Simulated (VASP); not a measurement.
# SnBr4Cl (F-43m) in VASP: further runs

The runs below take SnBr4Cl through relaxation of cell and atoms, with PBE.

All numbers are computed with VASP 6.6.1; they aren't measurements. Logs are shortened: lines on timing, memory, paths and dates and some standing lists are left out, and cuts for length are marked.

## 1. The cell of the first run

The structure is cubic, space group F-43m (No. 216). Conventional cell: a = 8.723 Å, b = 8.723 Å, c = 8.723 Å, α = 90.00°, β = 90.00°, γ = 90.00°. Within 4.8 Å of Sn (site symmetry -43m) lie 12 Br at 3.62 Å and 4 Cl at 3.78 Å. Br (site symmetry 3m) has 6 Br at 3.08 to 3.09 Å and 3 Cl at 3.62 Å and 3 Sn at 3.62 Å within 4.1 Å. Cl (site symmetry -43m) has 12 Br at 3.62 Å and 4 Sn at 3.78 Å within 4.8 Å.

The cell was built from a structure type or drawn by symmetry, and may not be a known phase.

## 2. Relaxation of cell and atoms, PBE

The input, INCAR:

```
SYSTEM = SnBr4Cl
ALGO = Normal
EDIFF = 1E-7
EDIFFG = -0.01
ENCUT = 600
GGA = PE
IBRION = 2
ISIF = 3
ISMEAR = 0
LASPH = .TRUE.
LCHARG = .FALSE.
LREAL = .FALSE.
LWAVE = .FALSE.
NELM = 80
NSW = 100
PREC = Accurate
SIGMA = 0.1
```

The input, KPOINTS:

```
k-points
0
G
  8 8 8
  0 0 0
```

The input, POSCAR:

```
SnBr4Cl
1.0
    0.0000000000      4.3614146982      4.3614146982
    4.3614146982      0.0000000000      4.3614146982
    4.3614146982      4.3614146982      0.0000000000
Sn Br Cl
1 4 1
Direct
    0.2500000000      0.2500000000      0.2500000000
    0.1246416376      0.6251194541      0.6251194541
    0.6251194541      0.1246416376      0.6251194541
    0.6251194541      0.6251194541      0.1246416376
    0.6251194541      0.6251194541      0.6251194541
    0.0000000000      0.0000000000      0.0000000000
```

Potentials or basis: VASP PAW PBE potentials, release 64 (Sn_d, Br, Cl).

Command:

```
> cat potpaw_PBE.64/Sn_d/POTCAR potpaw_PBE.64/Br/POTCAR potpaw_PBE.64/Cl/POTCAR > POTCAR
> mpirun -np 1 vasp_std > vasp.out
```

OUTCAR:

```text
SYSTEM = SnBr4Cl
   EDIFF = 1E-7
   EDIFFG = -0.01
   ENCUT = 600
   GGA = PE
   IBRION = 2
   ISIF = 3
   ISMEAR = 0
   LASPH = .TRUE.
   LREAL = .FALSE.
   NELM = 80
   NSW = 100
   PREC = Accurate

 ion  position               nearest neighbor table
   1  0.250  0.250  0.250-
   2  0.125  0.625  0.625-
   3  0.625  0.125  0.625-
   4  0.625  0.625  0.125-
   5  0.625  0.625  0.625-
   6  0.000  0.000  0.000-

  LATTYP: Found a face centered cubic cell.
 ALAT       =     8.7228293964

  Lattice vectors:

 A1 = (   0.0000000000,   4.3614146982,   4.3614146982)
 A2 = (   4.3614146982,   0.0000000000,   4.3614146982)
 A3 = (   4.3614146982,   4.3614146982,   0.0000000000)

Analysis of symmetry for initial positions (statically):
=====================================================================
 Subroutine PRICEL returns:
 Original cell was already a primitive cell.

 Routine SETGRP: Setting up the symmetry group for a
 face centered cubic supercell.

 Subroutine GETGRP returns: Found 24 space group operations
 (whereof 24 operations were pure point group operations)
 out of a pool of 48 trial point group operations.

The static configuration has the point symmetry T_d .

Analysis of symmetry for dynamics (positions and initial velocities):
=====================================================================
 Subroutine PRICEL returns:
 Original cell was already a primitive cell.

 Routine SETGRP: Setting up the symmetry group for a
 face centered cubic supercell.

 Subroutine GETGRP returns: Found 24 space group operations
 (whereof 24 operations were pure point group operations)
 out of a pool of 48 trial point group operations.

The dynamic configuration has the point symmetry T_d .

 Subroutine INISYM returns: Found 24 space group operations
 (whereof 24 operations are pure point group operations),
 and found     1 'primitive' translations

----------------------------------------------------------------------------------------

                                     Primitive cell

  volume of cell :     165.9251

  direct lattice vectors                    reciprocal lattice vectors
     0.000000000  4.361414698  4.361414698    -0.114641701  0.114641701  0.114641701
     4.361414698  0.000000000  4.361414698     0.114641701 -0.114641701  0.114641701
     4.361414698  4.361414698  0.000000000     0.114641701  0.114641701 -0.114641701

  length of vectors
     6.167971817  6.167971817  6.167971817     0.198565251  0.198565251  0.198565251

  position of ions in fractional coordinates (direct lattice)
     0.250000000  0.250000000  0.250000000
     0.124641638  0.625119454  0.625119454
     0.625119454  0.124641638  0.625119454
     0.625119454  0.625119454  0.124641638
     0.625119454  0.625119454  0.625119454
     0.000000000  0.000000000  0.000000000

  ion indices of the primitive-cell ions
   primitive index   ion index
                 1           1
                 2           2
                 3           3
                 4           4
                 5           5
                 6           6

----------------------------------------------------------------------------------------

 KPOINTS: k-points

Automatic generation of k-mesh.
 Grid dimensions read from file:
 generate k-points for:    8    8    8

 Generating k-lattice:

  Cartesian coordinates                     Fractional coordinates (reciprocal lattice)
    -0.014330213  0.014330213  0.014330213     0.125000000  0.000000000  0.000000000
     0.014330213 -0.014330213  0.014330213     0.000000000  0.125000000  0.000000000
     0.014330213  0.014330213 -0.014330213     0.000000000  0.000000000  0.125000000

  Length of vectors
     0.024820656  0.024820656  0.024820656

  Shift w.r.t. Gamma in fractional coordinates (k-lattice)
     0.000000000  0.000000000  0.000000000

 Subroutine IBZKPT returns following result:
 ===========================================

 Found     29 irreducible k-points:

 Following reciprocal coordinates:
            Coordinates               Weight
  0.000000  0.000000  0.000000      1.000000
  0.125000  0.000000  0.000000      8.000000
  0.250000  0.000000  0.000000      8.000000
  0.375000  0.000000  0.000000      8.000000
  0.500000  0.000000  0.000000      4.000000
  0.125000  0.125000  0.000000      6.000000
[... 16 lines left out ...]
  0.500000  0.250000  0.125000     48.000000
 -0.375000  0.250000  0.125000     24.000000
 [... further k-points ...]
   k-points           NKPTS =     29   k-points in BZ     NKDIM =     29   number of bands    NBANDS=     29
   number of dos      NEDOS =    301   number of ions     NIONS =      6
   total plane-waves  NPLWV = 125000
   dimension x,y,z NGX =    50 NGY =   50 NGZ =   50
   dimension x,y,z NGXF=   100 NGYF=  100 NGZF=  100
   ions per type =               1   4   1
   NGX,Y,Z   is equivalent  to a cutoff of  13.48, 13.48, 13.48 a.u.
   NGXF,Y,Z  is equivalent  to a cutoff of  26.95, 26.95, 26.95 a.u.
 SYSTEM =  SnBr4Cl
   PREC   = accura    normal or accurate (medium, high low for compatibility)
   ISTART =      0    job   : 0-new  1-cont  2-samecut
   ICHARG =      2    charge: 1-file 2-atom 10-const
   ISPIN  =      1    spin polarized calculation?
   LNONCOLLINEAR =      F non collinear calculations
   LSORBIT =      F    spin-orbit coupling
   LASPH  =      T    aspherical Exc in radial PAW
   ENCUT  =  600.0 eV  44.10 Ry    6.64 a.u.  12.32 12.32 12.32*2*pi/ulx,y,z
   NELM   =     80;   NELMIN=  2; NELMDL= -5     # of ELM steps
   EDIFF  = 0.1E-06   stopping-criterion for ELM
   LREAL  =      F    real-space projection
   EDIFFG = -.1E-01   stopping-criterion for IOM
   NSW    =    100    number of steps for IOM
   IBRION =      2    ionic relax: 0-MD 1-quasi-New 2-CG
   NFREE  =      1    steps in history (QN), initial steepest desc. (CG)
   ISIF   =      3    stress and relaxation
   ISYM   =      2    0-nonsym 1-usesym 2-fastsym
   POTIM  = 0.5000    time-step for ionic-motion
   TEBEG  =    0.0;   TEEND  =   0.0 temperature during run
   PSTRESS=    0.0 pullay stress
   NELECT =      49.0000    total number of electrons
   NUPDOWN=      -1.0000    fix difference up-down
   EMIN   =  10.00;   EMAX   =-10.00  energy-range for DOS
   EFERMI =   0.00;   METHOD = LEGACY
   ISMEAR =     0;   SIGMA  =   0.10  broadening in eV -4-tet -1-fermi 0-gaus
   EFERMI_NEDOS =   21; number of points for ismear=-14 and -15
   IALGO  =     38    algorithm
   IMIX   =      4    mixing-type and parameters
     AMIX     =   0.40;   BMIX     =  1.00
     AMIX_MAG =   1.60;   BMIX_MAG =  1.00
  volume/ion in A,a.u.               =      27.65       186.62
  Fermi-wavevector in a.u.,A,eV,Ry     =   1.090192  2.060163 16.170764  1.188518
  Thomas-Fermi vector in A             =   2.226411
   LORBIT       =      0    0 simple, 1 ext, 2 COOP (PROOUT), +10 PAW based schemes
   GGA     = PE    functional components
   LHFCALC =     F    Hartree Fock is set to
   AEXX    =    0.0000 exact exchange contribution
   IVDW    =     0    specifies the selected vdW correction
   LEPSILON=     F    determine dielectric tensor
   LRPA    =     F    only Hartree local field effects (RPA)
 conjugate gradient relaxation of ions
 non-spin polarized calculation
 Gauss-broadening in eV      SIGMA  =   0.10
  energy-cutoff  :      600.00
  volume of cell :      165.93
 maximum number of plane-waves:      5577
 NGX is ok and might be reduce to    50
   NGX = 25   NGY = 25   NGZ = 25

 number of electron      49.0000001 magnetization

 Free energy of the ion-electron system (eV)
  ---------------------------------------------------
  ext. energy  EPLUGINS =         0.00000000
  ---------------------------------------------------
  free energy    TOTEN  =       -10.90450251 eV

  energy without entropy =      -10.87917662  energy(sigma->0) =      -10.89183957

 E-fermi :   2.5744     XC(G=0):  -9.1024

 val. band max:        2.4974152947   @ k =   0.5000   0.2500   0.1250
 cond. band min:       2.5846394762   @ k =   0.1250   0.0000   0.0000
 fundamental gap:      0.0872241816
 Fermi energy:         2.5744207307

 k-point     1 :       0.0000    0.0000    0.0000
  band No.  band energies     occupation
      1     -20.0536      2.00000
      2     -20.0536      2.00000
      3     -20.0522      2.00000
      4     -20.0522      2.00000
      5     -20.0522      2.00000
      6     -13.2017      2.00000
[... 21 lines left out ...]
     28       4.6422      0.00000
     29       4.6422      0.00000

 k-point     2 :       0.1250    0.0000    0.0000
  band No.  band energies     occupation
      1     -20.0536      2.00000
      2     -20.0536      2.00000
      3     -20.0522      2.00000
      4     -20.0522      2.00000
      5     -20.0522      2.00000
      6     -13.1606      2.00000
[... 21 lines left out ...]
     28       4.6435      0.00000
     29       4.6435      0.00000

 k-point     3 :       0.2500    0.0000    0.0000
  band No.  band energies     occupation
      1     -20.0536      2.00000
      2     -20.0536      2.00000
      3     -20.0522      2.00000
      4     -20.0522      2.00000
      5     -20.0522      2.00000
      6     -13.0460      2.00000
[... 21 lines left out ...]
     28       4.6582      0.00000
     29       4.6582      0.00000

 k-point     4 :       0.3750    0.0000    0.0000
  band No.  band energies     occupation
      1     -20.0536      2.00000
      2     -20.0536      2.00000
      3     -20.0522      2.00000
      4     -20.0521      2.00000
      5     -20.0521      2.00000
      6     -12.8946      2.00000
[... 597 lines left out ...]
     28       4.5235      0.00000
     29       4.6768      0.00000

 k-point    23 :       0.5000    0.2500    0.1250
  band No.  band energies     occupation
      1     -20.0537      2.00000
      2     -20.0536      2.00000
      3     -20.0523      2.00000
      4     -20.0521      2.00000
      5     -20.0521      2.00000
      6     -12.7897      2.00000
[... 21 lines left out ...]
     28       4.5370      0.00000
     29       4.7189      0.00000

 k-point    24 :      -0.3750    0.2500    0.1250
  band No.  band energies     occupation
      1     -20.0537      2.00000
      2     -20.0536      2.00000
      3     -20.0522      2.00000
      4     -20.0521      2.00000
      5     -20.0521      2.00000
      6     -12.6981      2.00000
[... 21 lines left out ...]
     28       4.6015      0.00000
     29       4.7129      0.00000

 [... further k-points ...]

------------------------ aborting loop because EDIFF is reached ----------------------------------------

  FORCE on cell =-STRESS in cart. coord.  units (eV):
  Direction    XX          YY          ZZ          XY          YZ          ZX
  --------------------------------------------------------------------------------------
  -------------------------------------------------------------------------------------
  Total        0.0001021      0.0001021      0.0001021      0.0000000      0.0000000      0.0000000
  in kB        0.0009858      0.0009858      0.0009858      0.0000000      0.0000000      0.0000000
  external PRESSURE =       0.0009858 kB  Pullay stress =       0.0000000 kB

 VOLUME and BASIS-vectors are now :
 -----------------------------------------------------------------------------
  energy-cutoff  :      600.00
  volume of cell :      165.93
      direct lattice vectors                 reciprocal lattice vectors
     0.000000000  4.361414698  4.361414698    -0.114641701  0.114641701  0.114641701
     4.361414698  0.000000000  4.361414698     0.114641701 -0.114641701  0.114641701
     4.361414698  4.361414698  0.000000000     0.114641701  0.114641701 -0.114641701

 POSITION                                       TOTAL-FORCE (eV/Angst)
 -----------------------------------------------------------------------------------
      2.18071      2.18071      2.18071         0.000000      0.000000      0.000000
      5.45281      3.27002      3.27002        -0.000266      0.000266      0.000266
      3.27002      5.45281      3.27002         0.000266     -0.000266      0.000266
      3.27002      3.27002      5.45281         0.000266      0.000266     -0.000266
      5.45281      5.45281      5.45281        -0.000266     -0.000266     -0.000266
      0.00000      0.00000      0.00000         0.000000      0.000000      0.000000
 -----------------------------------------------------------------------------------
    total drift:                                0.000001      0.000001      0.000001

  FREE ENERGIE OF THE ION-ELECTRON SYSTEM (eV)
  ---------------------------------------------------
  free  energy   TOTEN  =       -10.9045025081 eV

  energy  without entropy=      -10.8791766230  energy(sigma->0) =      -10.89183957

 reached required accuracy - stopping structural energy minimisation
```

Wall time 2.5 min (1 thread of AMD EPYC 9R45 (Zen 5), shared host); peak memory 0.41 GiB.

Results:

* Free energy: -10.9045 eV
* Pressure after relaxing: 0.0 GPa
* Band gap on the k mesh: zero (an odd number of electrons rules out a gap without spin polarisation)

Final structure:
```
CELL_PARAMETERS angstrom
0.00000 4.36141 4.36141
4.36141 0.00000 4.36141
4.36141 4.36141 0.00000
ATOMIC_POSITIONS crystal
Sn 0.25000 0.25000 0.25000
Br 0.12464 0.62512 0.62512
Br 0.62512 0.12464 0.62512
Br 0.62512 0.62512 0.12464
Br 0.62512 0.62512 0.62512
Cl 0.00000 0.00000 0.00000
```

Levels at points of the mesh, in eV from the Fermi level:
| k point | band 20 | band 21 | band 22 | band 23 | band 24 | band 25 | band 26 | band 27 | band 28 | band 29 |
| --- | --- | --- | --- | --- | --- | --- | --- | --- | --- | --- |
| (0.00, 0.00, 0.00) | -1.28 | -0.19 | -0.19 | -0.19 | 0.27 | 0.27 | 0.27 | 2.07 | 2.07 | 2.07 |
| (0.50, 0.00, 0.00) | -2.11 | -1.14 | -0.63 | -0.63 | -0.17 | 0.40 | 0.40 | 1.40 | 2.14 | 2.14 |
| (0.50, 0.50, 0.00) | -1.96 | -1.90 | -0.80 | -0.62 | -0.62 | 0.26 | 0.26 | 1.51 | 1.93 | 1.93 |

Caveat: the relaxation stopped at its first step, so nothing moved; spin-orbit coupling is left out, which moves the levels of the heavy elements; an odd number of electrons without spin polarisation forces a metal; a magnetic or distorted state may lie lower.

## 3. Relaxation of cell and atoms, PBE

This run uses another cell than the first one, of 30.55 Å³/atom.

The input, INCAR:

```
ALGO     = Normal         # electronic algorithm
EDIFF    = 1E-7           # SCF threshold, eV
EDIFFG   = -0.01          # ionic threshold
ENCUT    = 600            # plane-wave cutoff, eV
GGA      = PE             # functional
IBRION   = 2              # ionic algorithm
ISIF     = 3              # what is computed and relaxed
ISMEAR   = 0              # smearing method
LASPH    = True           # aspherical terms in the spheres
LCHARG   = False          # write CHGCAR
LREAL    = False          # projectors in reciprocal space
LWAVE    = False          # write WAVECAR
NELM     = 80             # most SCF steps
NSW      = 100            # ionic steps
PREC     = Accurate       # precision mode
SIGMA    = 0.1            # smearing width, eV
```

The input, KPOINTS:

```
k-points
0
Gamma
  8 8 8
```

The input, POSCAR:

```
SnBr4Cl
1.0
    0.0000000000      4.5085228000      4.5085228000
    4.5085228000      0.0000000000      4.5085228000
    4.5085228000      4.5085228000      0.0000000000
Sn Br Cl
1 4 1
Direct
    0.2500000000      0.2500000000      0.2500000000
    0.1240070500      0.6253309800      0.6253309800
    0.6253309800      0.1240070500      0.6253309800
    0.6253309800      0.6253309800      0.1240070500
    0.6253309800      0.6253309800      0.6253309800
    0.0000000000      0.0000000000      0.0000000000
```

Potentials or basis: VASP PAW PBE potentials, release 64 (Sn_d, Br, Cl).

Command:

```
> cat potpaw_PBE.64/Sn_d/POTCAR potpaw_PBE.64/Br/POTCAR potpaw_PBE.64/Cl/POTCAR > POTCAR
> mpirun -np 1 vasp_std > vasp.out
```

Wall time 11 min (1 thread of AMD EPYC 9R45 (Zen 5), shared host); peak memory 0.51 GiB.

Results (log left out):

* Free energy: -10.9053 eV
* Relaxed volume: 27.65 Å³/atom
* Relaxed cell: a = 6.168 Å, b = 6.168 Å, c = 6.168 Å, α = 60.00°, β = 60.00°, γ = 60.00°
* Space group after relaxing (to 0.1 Å): F-43m (No. 216)
* Energy gained by relaxing: 23.7 meV/atom
* Ionic steps: 4
* Pressure after relaxing: 0.0 GPa
* Band gap on the k mesh: zero (an odd number of electrons rules out a gap without spin polarisation)

Forces in eV/Å, atoms in the order of the input:
```
Sn   0.000  0.000  0.000
Br  -0.001  0.001  0.001
Br   0.001 -0.001  0.001
Br   0.001  0.001 -0.001
Br  -0.001 -0.001 -0.001
Cl   0.000  0.000  0.000
```

Step by step:
```tsv
step	energy change (eV)	largest force (eV/Å)	pressure (GPa)	volume (Å³)
1	0.0000	0.0434	-2.37	183.29
2	-0.1249	0.0185	-0.94	171.58
3	-0.1421	0.0033	-0.06	166.28
4	-0.1421	0.0022	0.00	165.91
```

Final structure:
```
Sn Br Cl
1.0
     0.00000    4.36130    4.36130
     4.36130    0.00000    4.36130
     4.36130    4.36130    0.00000
Sn Br Cl
1 4 1
Direct
  0.25000 0.25000 0.25000
  0.12462 0.62513 0.62513
  0.62513 0.12462 0.62513
  0.62513 0.62513 0.12462
  0.62513 0.62513 0.62513
  0.00000 0.00000 0.00000
```

Levels at points of the mesh, in eV from the Fermi level:
```
           k point  band 21  band 22  band 23  band 24  band 25  band 26  band 27  band 28
(0.00, 0.00, 0.00)    -0.19    -0.19    -0.19     0.27     0.27     0.27     2.07     2.07
(0.50, 0.00, 0.00)    -1.14    -0.63    -0.63    -0.17     0.40     0.40     1.40     2.14
(0.50, 0.50, 0.00)    -1.89    -0.80    -0.62    -0.62     0.26     0.26     1.51     1.93
```

Caveat: spin-orbit coupling is left out, which moves the levels of the heavy elements; an odd number of electrons without spin polarisation forces a metal; a magnetic or distorted state may lie lower.
